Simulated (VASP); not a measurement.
A run of VASP 6.6.1 is set up as follows.

Contents of INCAR:

```
SYSTEM = NaH
ALGO = Normal
EDIFF = 1E-6
ENCUT = 520
GGA = PE
ISIF = 2
ISMEAR = -1
LASPH = .True.
LCHARG = .False.
LREAL = .False.
LWAVE = .False.
NBANDS = 11
NELM = 80
PREC = Accurate
SIGMA = 0.02
```

File KPOINTS:

```
k-points
0
Gamma
  8 8 8
  0 0 0
```

The input POSCAR:

```
NaH
1.0
    0.0000000000      2.4618811596      2.4618811596
    2.4618811596      0.0000000000      2.4618811596
    2.4618811596      2.4618811596      0.0000000000
Na H
1 1
Direct
    0.0000000000      0.0000000000      0.0000000000
    0.2500000000      0.2500000000      0.2500000000
```

Potentials or basis: VASP PAW PBE potentials, release 64 (Na_pv, H).

The run is started by

```console
$ cat potpaw_PBE.64/Na_pv/POTCAR potpaw_PBE.64/H/POTCAR > POTCAR
$ mpirun -np 1 vasp_std > vasp.out
```

(1) What does it give for the band gap on the k mesh?

(2) What does it give for the pressure?

Answers

(1) 3.73 eV, indirect (least direct gap 4.55 eV).

(2) 4.1 GPa.

Caveat: the cell differs from its parent crystal (strain -5.2%).
